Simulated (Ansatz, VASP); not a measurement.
Two plane-wave programs on Pb

INCAR

```
  ALGO = Normal
  EDIFF = 1E-6
  ENCUT = 520
  GGA = CA
  ISIF = 2
  ISMEAR = 0
  LASPH = True
  LCHARG = False
  LREAL = False
  LWAVE = False
  NBANDS = 13
  NELM = 100
  PREC = Accurate
  SIGMA = 1.0
```

The input KPOINTS:

```
k-points
0
Gamma
  11 11 11
```

File POSCAR:

```
Pb
1.0
    0.0000000000      2.4375492138      2.4375492138
    2.4375492138      0.0000000000      2.4375492138
    2.4375492138      2.4375492138      0.0000000000
Pb
1
Direct
    0.0000000000      0.0000000000      0.0000000000
```

Input for Ansatz:

```yaml
crystal:
  lattice:
    - [0.0, 2.4375492138, 2.4375492138]
    - [2.4375492138, 0.0, 2.4375492138]
    - [2.4375492138, 2.4375492138, 0.0]
  atoms:
    - { symbol: Pb, position: [0.0, 0.0, 0.0] }
hamiltonian:
  xc: lda
  pseudopotentials:
    kind: paw
    azcp:
      Pb: "pseudopotentials/Pb.paw.azcp"
basis:
  ecutwfc: 420
  fft_grid_basis: typed
kpoints:
  mp_grid: { grid: [11, 11, 11], shift: [0, 0, 0] }
magnetization:
  spin_polarized: false
scf:
  occupations: { method: gaussian, width: 1.0 }
  lower_state_search: "off"
output:
  stress: true
  write_density: true
  write_potential: true
  elf: true
  volumetric_format: npy
```

Alike in both runs: task single point; functional LDA; k mesh 11 × 11 × 11; occupations gaussian, width 1 eV; no spin polarisation.

```csv
,VASP,Ansatz
version,VASP 6.6.1,Ansatz 0.2.0
potentials or method,"VASP PAW LDA potentials, release 64 (Pb_d), cutoff 520 eV","plane waves (420 eV) with PAW, scalar-relativistic"
valence electrons in the cell,14,14
```

```csv
,VASP,Ansatz,Ansatz less VASP
pressure (GPa),0.7,0.7,-0.04
```

Ansatz warns that its potentials were made for another functional, while VASP's fit it. LDA's correlation is that of Perdew and Zunger in VASP and of Perdew and Wang (1992) in Ansatz.

Neither program's run includes spin-orbit coupling.
